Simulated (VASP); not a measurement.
Write the native input for VASP 6.6.1 that does the following.

| Quantity | Value |
| --- | --- |
| Task | single point |
| Functional | PBE |
| Potentials or basis | VASP PAW PBE potentials, release 64 (Mo_sv, S) |
| Cutoff | 520 eV |
| k mesh | 7 × 4 × 6 |
| Occupations | fermi-dirac, width 0.1 eV |
| Spin | collinear spin, zero start |
| Starting moments | [0.0, 0.0, 0.0, 0.0, 0.0, 0.0] μB |
| Hubbard terms | Mo d U = 2.9 eV |
| Dipole correction | no |
| Further INCAR settings | ALGO = Normal; EDIFF = 1e-06; NBANDS = 39 |

The structure of MoS2 lies in POSCAR:

```
MoS2
1.0
   -1.5799999400     -0.9122133900     -6.1100000000
    1.5799999400      0.9122133900    -12.2200000000
    1.5799999400     -2.7366401700      0.0000000000
Mo S
2 4
Direct
    0.0000000000      0.0000000000      0.0000000000
    0.0000000000      0.5000000000      0.5000000000
    0.7500000000      0.7500000000      0.0000000000
    0.7500000000      0.2500000000      0.5000000000
    0.5830000000      0.5830000000      0.0000000000
    0.5830000000      0.0830000000      0.5000000000
```

One way to write it, as run:

INCAR

```
SYSTEM = MoS2
ALGO = Normal
EDIFF = 1E-6
ENCUT = 520
GGA = PE
ISIF = 2
ISMEAR = -1
ISPIN = 2
LASPH = .True.
LCHARG = .False.
LDAU = .True.
LDAUJ = 0 0
LDAUL = 2 -1
LDAUPRINT = 1
LDAUTYPE = 2
LDAUU = 2.9 0
LMAXMIX = 4
LORBIT = 11
LREAL = .False.
LWAVE = .False.
MAGMOM = 0 0 0 0 0 0
NBANDS = 39
NELM = 150
PREC = Accurate
SIGMA = 0.1
```

KPOINTS

```
k-points
0
Gamma
  7 4 6
  0 0 0
```

Potentials or basis: VASP PAW PBE potentials, release 64 (Mo_sv, S).

The run is started by

```bash
$ cat potpaw_PBE.64/Mo_sv/POTCAR potpaw_PBE.64/S/POTCAR > POTCAR
$ mpirun -np 1 vasp_std > vasp.out
```

Results of the run:

```yaml
Pressure: 8.1 GPa
Largest_force: 0.902 eV/Å
Band_gap_on_the_k_mesh: 0.97 eV
Net_moment: 0.00 μB per cell
Valence_electrons_inside_the_program's_atomic_spheres: Mo 12.48; S 3.73
```

Caveat: the cell stands under pressure.

It took 8.4 min on 1 thread of AMD EPYC 9R45 (Zen 5), on a shared host, peak memory 0.58 GiB.
